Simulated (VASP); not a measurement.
Here is a VASP 6.6.1 calculation.

INCAR

```
SYSTEM = BaHf
PREC = Accurate
ENCUT = 520
EDIFF = 1E-7
ISMEAR = 0
SIGMA = 0.1
LREAL = .FALSE.
LASPH = .TRUE.
NELM = 100
ALGO = Normal
ISIF = 2
LWAVE = .FALSE.
LCHARG = .FALSE.
GGA = PE
NBANDS = 17
```

File KPOINTS:

```
Automatic mesh
0
G
  6 6 6
  0 0 0
```

Contents of POSCAR:

```
BaHf
1.0
    3.9406143239      0.0000000000      0.0000000000
   -1.9703071620      3.4126721111      0.0000000000
    0.0000000000      0.0000000000      3.8434726437
Ba Hf
1 1
Direct
    0.0000000000      0.0000000000      0.0000000000
    0.6666666667      0.3333333333      0.5000000000
```

Potentials or basis: VASP PAW PBE potentials, release 64 (Ba_sv, Hf_pv).

Command:

```bash
$ cat potpaw_PBE.64/Ba_sv/POTCAR potpaw_PBE.64/Hf_pv/POTCAR > POTCAR
$ mpirun -np 1 vasp_std > vasp.out
```

Q: What does it give for the band gap on the k mesh?

A: Zero (bands 10 and 11 overlap by 2.43 eV).

Q: Predict the pressure.

A: 16.2 GPa.

Stress tensor (GPa, compression positive):
```
12.61  0.00  0.00
 0.00 12.61  0.00
 0.00  0.00 23.48
```

Caveat: the stress differs along the axes, from 13 to 23 GPa; spin-orbit coupling is left out, which moves the levels of the heavy elements.
